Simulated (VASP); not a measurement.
# ZnS (P6_3mc) in VASP: notebook, part 2 of 2

VASP 6.6.1.

## (4) Single point, r2SCAN

This run uses another cell than the first one, of 17.68 Å³/atom, 1.076 times its volume.

File POSCAR:

```
ZnS
1.0
    3.6732925051      0.0000000000      0.0000000000
   -1.8366462526      3.1811646250      0.0000000000
    0.0000000000      0.0000000000      6.0532452079
Zn S
2 2
Direct
    0.3333333333      0.6666666667      0.0010844314
    0.6666666667      0.3333333333      0.5010844314
    0.3333333333      0.6666666667      0.3739155686
    0.6666666667      0.3333333333      0.8739155686
```

File INCAR.step1:

```
PREC = Accurate ; ENCUT = 520
ISMEAR = 0 ; SIGMA = 0.02
LREAL = False ; LASPH = True
NELM = 100 ; NBANDS = 26
GGA = PE ; ALGO = Normal
EDIFF = 1E-4 ; LWAVE = True
LCHARG = False
```

File INCAR.step2:

```
PREC = Accurate ; ENCUT = 520
EDIFF = 1E-6 ; ISMEAR = 0
SIGMA = 0.02 ; LREAL = False
LASPH = True ; NELM = 100
ALGO = Normal ; ISIF = 2
LWAVE = False ; LCHARG = True
METAGGA = R2SCAN ; LMIXTAU = True
LELF = True ; LVHAR = True
NBANDS = 26 ; ISTART = 1
```

File KPOINTS:

```
regular mesh
0
Gamma
  6 6 4
```

Potentials or basis: VASP PAW PBE potentials, release 64 (Zn, S).

The run is started by

```
cat potpaw_PBE.64/Zn/POTCAR potpaw_PBE.64/S/POTCAR > POTCAR
cp INCAR.step1 INCAR
mpirun -np 1 vasp_std > vasp.out
cp INCAR.step2 INCAR
mpirun -np 1 vasp_std > vasp.out
```

OUTCAR:

```text
PREC = Accurate
   ENCUT = 520
   EDIFF = 1E-6
   ISMEAR = 0
   LREAL = False
   LASPH = True
   NELM = 100
   ISIF = 2
   METAGGA = R2SCAN
   ISTART = 1

 ion  position               nearest neighbor table
   1  0.333  0.667  0.001-   4 2.26   4 2.26   4 2.26   3 2.26
   2  0.667  0.333  0.501-   3 2.26   3 2.26   3 2.26   4 2.26
   3  0.333  0.667  0.374-   2 2.26   2 2.26   2 2.26   1 2.26
   4  0.667  0.333  0.874-   1 2.26   1 2.26   1 2.26   2 2.26

  LATTYP: Found a hexagonal cell.
 ALAT       =     3.6732925051
 C/A-ratio  =     1.6479072112

  Lattice vectors:

 A1 = (   3.6732925051,   0.0000000000,   0.0000000000)
 A2 = (  -1.8366462526,   3.1811646250,   0.0000000000)
 A3 = (   0.0000000000,   0.0000000000,   6.0532452079)

Analysis of symmetry for initial positions (statically):
=====================================================================
 Subroutine PRICEL returns:
 Original cell was already a primitive cell.

 Routine SETGRP: Setting up the symmetry group for a
 hexagonal supercell.

[... 166 lines left out ...]

  energy without entropy =      -37.50204366  energy(sigma->0) =      -37.50204366

 E-fermi :   3.1053     XC(G=0): -10.8444

 val. band max:        2.9622254413   @ k =   0.0000   0.0000   0.0000
 cond. band min:       6.2378812167   @ k =   0.0000   0.0000   0.0000
 fundamental gap:      3.2756557754
 Fermi energy:         3.1053478216

 k-point     1 :       0.0000    0.0000    0.0000
  band No.  band energies     occupation
      1     -11.6075      2.00000
      2     -10.4485      2.00000
      3      -4.0754      2.00000
      4      -4.0446      2.00000
      5      -4.0446      2.00000
      6      -3.9333      2.00000
[... 598 lines left out ...]
     25      13.2626      0.00000
     26      13.2626      0.00000

------------------------ aborting loop because EDIFF is reached ----------------------------------------

  FORCE on cell =-STRESS in cart. coord.  units (eV):
  Direction    XX          YY          ZZ          XY          YZ          ZX
  --------------------------------------------------------------------------------------
  -------------------------------------------------------------------------------------
  Total        4.4322286      4.4322286      4.4179186     -0.0000000      0.0000000      0.0000000
  in kB      100.3928553    100.3928553    100.0687249     -0.0000000      0.0000000      0.0000000
  external PRESSURE =     100.2848118 kB  Pullay stress =       0.0000000 kB

 VOLUME and BASIS-vectors are now :
 -----------------------------------------------------------------------------
  energy-cutoff  :      520.00
  volume of cell :       70.73
      direct lattice vectors                 reciprocal lattice vectors
     3.673292505  0.000000000  0.000000000     0.272235331  0.157175141  0.000000000
    -1.836646253  3.181164625  0.000000000     0.000000000  0.314350283  0.000000000
     0.000000000  0.000000000  6.053245208     0.000000000  0.000000000  0.165200643

 POSITION                                       TOTAL-FORCE (eV/Angst)
 -----------------------------------------------------------------------------------
     -0.00000      2.12078      0.00656        -0.000000      0.000000      0.016675
      1.83665      1.06039      3.03319        -0.000000     -0.000000      0.016675
     -0.00000      2.12078      2.26340         0.000000      0.000000     -0.016675
      1.83665      1.06039      5.29003         0.000000     -0.000000     -0.016675
 -----------------------------------------------------------------------------------
    total drift:                               -0.000000     -0.000000      0.045103

  FREE ENERGIE OF THE ION-ELECTRON SYSTEM (eV)
  ---------------------------------------------------
  free  energy   TOTEN  =       -37.5020436611 eV

  energy  without entropy=      -37.5020436611  energy(sigma->0) =      -37.50204366
```

OUTCAR.step1:

```text
PREC = Accurate
   ENCUT = 520
   ISMEAR = 0
   LREAL = False
   LASPH = True
[... 834 lines left out ...]
     -0.00000      2.12078      0.00656         0.000000     -0.000000      0.007676
      1.83665      1.06039      3.03319         0.000000      0.000000      0.007676
     -0.00000      2.12078      2.26340        -0.000000      0.000000     -0.007676
      1.83665      1.06039      5.29003        -0.000000      0.000000     -0.007676
 -----------------------------------------------------------------------------------
    total drift:                               -0.000000     -0.000001     -0.001022

  FREE ENERGIE OF THE ION-ELECTRON SYSTEM (eV)
  ---------------------------------------------------
  free  energy   TOTEN  =       -13.3371012346 eV

  energy  without entropy=      -13.3371012346  energy(sigma->0) =      -13.33710123
```

OSZICAR.step1:

```text
N       E                     dE             d eps       ncg     rms          rms(c)
DAV:   1     0.250933869944E+03    0.25093E+03   -0.17198E+04  1092   0.173E+03
DAV:   2     0.109374344354E+02   -0.24000E+03   -0.23058E+03  1124   0.362E+02
DAV:   3    -0.136118647031E+02   -0.24549E+02   -0.24313E+02  1308   0.114E+02
DAV:   4    -0.142170165262E+02   -0.60515E+00   -0.60395E+00  1264   0.181E+01
DAV:   5    -0.142259594337E+02   -0.89429E-02   -0.89405E-02  1324   0.217E+00    0.120E+01
DAV:   6    -0.133534753239E+02    0.87248E+00   -0.17004E+00  1588   0.398E+01    0.903E+00
DAV:   7    -0.133488535088E+02    0.46218E-02   -0.15455E+00  1142   0.752E+00    0.375E+00
DAV:   8    -0.133382010578E+02    0.10652E-01   -0.37570E-02  1196   0.130E+00    0.118E+00
DAV:   9    -0.133368103174E+02    0.13907E-02   -0.15048E-02  1398   0.107E+00    0.262E-01
DAV:  10    -0.133369195329E+02   -0.10922E-03   -0.60985E-04  1248   0.323E-01    0.124E-01
DAV:  11    -0.133371038105E+02   -0.18428E-03   -0.23545E-04  1016   0.160E-01    0.847E-02
DAV:  12    -0.133371012346E+02    0.25759E-05   -0.40682E-05   582   0.131E-01
   1 F= -.13337101E+02 E0= -.13337101E+02  d E =-.210955E-19
```

It took 72 s on 1 thread of Intel Xeon 6975P-C (Granite Rapids), shared host; peak memory 0.2 GiB.

What came out:

```
Free energy            : -37.5020 eV
Pressure               : 10.0 GPa
Largest force          : 0.017 eV/Å
Band gap on the k mesh : 3.28 eV, direct
```

Forces in eV/Å, atoms in the order of the input:
```
Zn   0.000  0.000  0.017
Zn   0.000  0.000  0.017
S    0.000  0.000 -0.017
S    0.000  0.000 -0.017
```

Caveat: the PAW data sets were made with another functional, which shifts forces and pressure a little. r2SCAN opens gaps a little over a GGA but as a rule still falls short of measured ones.

## (5) Single point, r2SCAN

This run uses another cell than the first one, of 17.68 Å³/atom, 1.076 times its volume.

POSCAR is that of step 4.

File INCAR.step1:

```
SYSTEM = ZnS
PREC = Accurate
ENCUT = 520
ISMEAR = 0
SIGMA = 0.02
LREAL = .False.
LASPH = .True.
NELM = 60
NBANDS = 26
GGA = PE
ALGO = Normal
EDIFF = 1E-4
LWAVE = .True.
LCHARG = .False.
```

File INCAR.step2:

```
SYSTEM = ZnS
PREC = Accurate
ENCUT = 520
EDIFF = 1E-7
ISMEAR = 0
SIGMA = 0.02
LREAL = .False.
LASPH = .True.
NELM = 60
ALGO = Normal
ISIF = 2
LWAVE = .False.
LCHARG = .False.
METAGGA = R2SCAN
LMIXTAU = .True.
NBANDS = 26
ISTART = 1
```

File KPOINTS:

```
Automatic mesh
0
Gamma
  6 6 4
  0 0 0
```

The run is started by

```
cat potpaw_PBE.64/Zn/POTCAR potpaw_PBE.64/S/POTCAR > POTCAR
cp INCAR.step1 INCAR
mpirun -np 1 vasp_std > vasp.out
cp INCAR.step2 INCAR
mpirun -np 1 vasp_std > vasp.out
```

Run time: 97 s. Hardware: 1 thread of Intel Xeon 6975P-C (Granite Rapids), shared host; peak memory 0.21 GiB.

Results (log left out):

* Free energy: -37.5020 eV
* Pressure: 10.0 GPa
* Largest force: 0.017 eV/Å
* Band gap on the k mesh: 3.28 eV, direct

Forces in eV/Å, atoms in the order of the input:
```
Zn   0.000  0.000  0.017
Zn   0.000  0.000  0.017
S    0.000  0.000 -0.017
S    0.000  0.000 -0.017
```

Levels at points of the mesh, in eV from the valence-band top:
```csv
k point,band 16,band 17,band 18,band 19,band 20,band 21
"(0.00, 0.00, 0.00)",-0.13,0.00,0.00,3.28,3.83,6.70
"(0.50, 0.00, 0.00)",-2.71,-2.08,-1.07,3.93,5.00,5.32
"(0.00, 0.00, 0.50)",-0.57,-0.57,-0.57,4.42,4.42,7.19
"(0.50, 0.00, 0.50)",-1.99,-1.95,-1.95,3.92,3.92,5.55
```

Caveat: the PAW data sets were made with another functional, which shifts forces and pressure a little.
